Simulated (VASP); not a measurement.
A run of VASP 6.6.1 is set up as follows.

Contents of POSCAR:

```
TiN
1.0
    0.0000000000      2.1162032558      2.1162032558
    2.1162032558      0.0000000000      2.1162032558
    2.1162032558      2.1162032558      0.0000000000
Ti N
1 1
Direct
    0.0000000000      0.0000000000      0.0000000000
    0.5000000000      0.5000000000      0.5000000000
```

File INCAR.step1:

```
SYSTEM = TiN
PREC = Accurate
ENCUT = 520
ISMEAR = 0
SIGMA = 0.1
LREAL = .False.
LASPH = .True.
NELM = 100
NBANDS = 16
GGA = PE
ALGO = Normal
EDIFF = 1E-4
LWAVE = .True.
LCHARG = .False.
```

Contents of INCAR.step2:

```
SYSTEM = TiN
PREC = Accurate
ENCUT = 520
EDIFF = 1E-6
ISMEAR = 0
SIGMA = 0.1
LREAL = .False.
LASPH = .True.
NELM = 100
ALGO = Normal
ISIF = 2
LWAVE = .False.
LCHARG = .False.
METAGGA = R2SCAN
LMIXTAU = .True.
NBANDS = 16
ISTART = 1
```

KPOINTS

```
Automatic mesh
0
Gamma
  8 8 8
  0 0 0
```

Potentials or basis: VASP PAW PBE potentials, release 64 (Ti_sv, N).

The run is started by

```sh
$ cat potpaw_PBE.64/Ti_sv/POTCAR potpaw_PBE.64/N/POTCAR > POTCAR
$ cp INCAR.step1 INCAR
$ mpirun -np 1 vasp_std > vasp.out
$ cp INCAR.step2 INCAR
$ mpirun -np 1 vasp_std > vasp.out
```

**Question.** Predict the pressure.

**Answer.** 1.8 GPa.

Caveat: the PAW data sets were made with another functional, which shifts forces and pressure a little.
